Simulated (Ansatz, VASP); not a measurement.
**BiTe in VASP and in Ansatz**

```
CELL_PARAMETERS angstrom
0.00000 3.36440 3.23500
3.36440 0.00000 3.23500
3.36440 3.36440 0.00000
ATOMIC_POSITIONS crystal
Bi 0.00000 0.00000 0.00000
Te 0.50000 0.50000 0.50000
```

Change from the starting cell: strain +0.0400 x Voigt [1, 1, 0, 0, 0, 0], atoms carried along.

Alike in both runs: task single point; functional PBEsol; k mesh 14 × 14 × 14; no spin polarisation.

|  | VASP | Ansatz |
| --- | --- | --- |
| version | VASP 6.6.1 | Ansatz 0.2.0 |
| potentials or method | VASP PAW PBE potentials, release 64 (Bi_d, Te), cutoff 520 eV | scalar-relativistic, plane waves, PAW |
| occupations | methfessel-paxton of order 1, width 0.1 eV | cold, width 0.1 eV |
| valence electrons in the cell | 21 | 31 |

Ansatz gave:

```
gap on the k mesh at the Fermi level (eV)                     : none
pressure (GPa)                                                : -4.6
traceless stress, the component that is largest in VASP (GPa) : 1.56
```

What did VASP give for the same quantities?

gap on the k mesh at the Fermi level (eV): none; pressure (GPa): -4.6; traceless stress, the component that is largest in VASP (GPa): 1.55.

VASP's potentials were made for PBE, not for PBEsol. A gap of «none» marks a metal or a gap that the smearing closes. VASP's potentials hold 21 valence electrons a cell and Ansatz's 31, so a difference there can come from the potentials and not from the codes.

Neither program's run includes spin-orbit coupling.
